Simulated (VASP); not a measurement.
Wanted: the native input for a VASP 6.6.1 run.

```yaml
Task: single point
Functional: PBE
Potentials_or_basis: VASP PAW PBE potentials, release 64 (Ni, O)
Cutoff: 520 eV
k_mesh: 22 × 22 × 22
Occupations: gaussian, width 0.1 eV
Spin: collinear spin, ferromagnetic start
Starting_moments: "[1.64, 0.34] μB"
Dipole_correction: no
Further_INCAR_settings: ALGO = Normal; EDIFF = 1e-07; NBANDS = 19
```

The structure of NiO lies in POSCAR:

```
NiO
1.0
    0.0000000000      2.1081859437      2.1081859437
    2.1081859437      0.0000000000      2.1081859437
    2.1081859437      2.1081859437      0.0000000000
Ni O
1 1
Direct
    0.0000000000      0.0000000000      0.0000000000
    0.5000000000      0.5000000000      0.5000000000
```

These files were run (other wordings do the same):

INCAR

```
PREC = Accurate ; ENCUT = 520
EDIFF = 1E-7 ; ISMEAR = 0
SIGMA = 0.1 ; LREAL = False
LASPH = True ; NELM = 150
ALGO = Normal ; ISIF = 2
LWAVE = False ; LCHARG = True
ISPIN = 2 ; MAGMOM = 1.64 0.34
LORBIT = 11 ; LMAXMIX = 4
GGA = PE ; LELF = True
LVHAR = True ; NBANDS = 19
```

KPOINTS

```
Automatic mesh
0
Gamma
  22 22 22
```

Potentials or basis: VASP PAW PBE potentials, release 64 (Ni, O).

Command:

```sh
$ cat potpaw_PBE.64/Ni/POTCAR potpaw_PBE.64/O/POTCAR > POTCAR
$ mpirun -np 1 vasp_std > vasp.out
```

It gave:

```
Pressure                                              : -0.4 GPa
Net moment                                            : 1.77 μB per cell
Site moments                                          : Ni +1.46; O +0.27 μB
Valence electrons inside the program's atomic spheres : Ni 8.93; O 4.97
```

Caveat: a cell with one magnetic atom can't hold antiferromagnetic order, which such compounds often take.

It took 10 min on 1 thread of AMD EPYC 7R13, on a shared host, peak memory 0.26 GiB.
